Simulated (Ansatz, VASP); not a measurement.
# Two plane-wave programs on C

Contents of INCAR:

```
PREC = Accurate
ENCUT = 520
EDIFF = 1E-7
ISMEAR = 0
SIGMA = 0.05
LREAL = F
LASPH = T
NELM = 100
ALGO = Normal
ISIF = 2
LWAVE = F
LCHARG = T
GGA = PE
IVDW = 12
LELF = T
LVHAR = T
NBANDS = 11
```

The input KPOINTS:

```
Automatic mesh
0
Gamma
  15 15 15
```

POSCAR

```
C
1.0
    1.2427105179      0.7174792520      3.3888323960
   -1.2427105179      0.7174792520      3.3888323960
    0.0000000000     -1.4349585041      3.3888323960
C
2
Direct
    0.1722488039      0.1722488039      0.1722488039
    0.8277511961      0.8277511961      0.8277511961
```

Input for Ansatz:

```yaml
crystal:
  lattice:
    - [1.2427105179, 0.717479252, 3.388832396]
    - [-1.2427105179, 0.717479252, 3.388832396]
    - [0.0, -1.4349585041, 3.388832396]
  atoms:
    - { symbol: C, position: [0.1722488039, 0.1722488039, 0.1722488039] }
    - { symbol: C, position: [0.8277511961, 0.8277511961, 0.8277511961] }
basis:
  ecutwfc: 520.0
kpoints:
  mp_grid: { grid: [15, 15, 15] }
hamiltonian:
  xc: pbe
  pseudopotentials: { kind: paw, azcp: { folder: soft_1 } }
  dispersion: d3bj
scf:
  occupations: { method: gaussian, width: 0.05 }
output:
  forces: true
  stress: true
  eigenvalues: true
  write_density: true
  write_potential: true
  elf: true
  volumetric_format: npy
```

Change from the starting cell: mode 4 frozen in at +0.057 Å, equal normal strain along x, y and z +0.0083.

Alike in both runs: task single point; functional PBE; dispersion D3(BJ); k mesh 15 × 15 × 15; occupations gaussian, width 0.05 eV; no spin polarisation.

```csv
,VASP,Ansatz
version,VASP 6.6.1,Ansatz 0.2.0
potentials or method,"VASP PAW PBE potentials, release 64 (C), cutoff 520 eV","scalar-relativistic, plane waves, PAW"
valence electrons in the cell,8,8
```

|  | VASP | Ansatz | Ansatz less VASP |
| --- | --- | --- | --- |
| gap on the k mesh at the Fermi level (eV) | 0.47 | 0.47 | -0.001 |
| least direct gap on the mesh (eV) | 0.47 | 0.47 | -0.001 |
| pressure (GPa) | -7.1 | -7.5 | -0.44 |
| traceless stress, the component that is largest in VASP (GPa) | 5.02 | 5.52 | +0.501 |
| rms of the force components (eV/Å) | 1.100 | 1.104 | +0.0042 |

Atom by atom the forces differ by 0.004 eV/Å (rms over components).
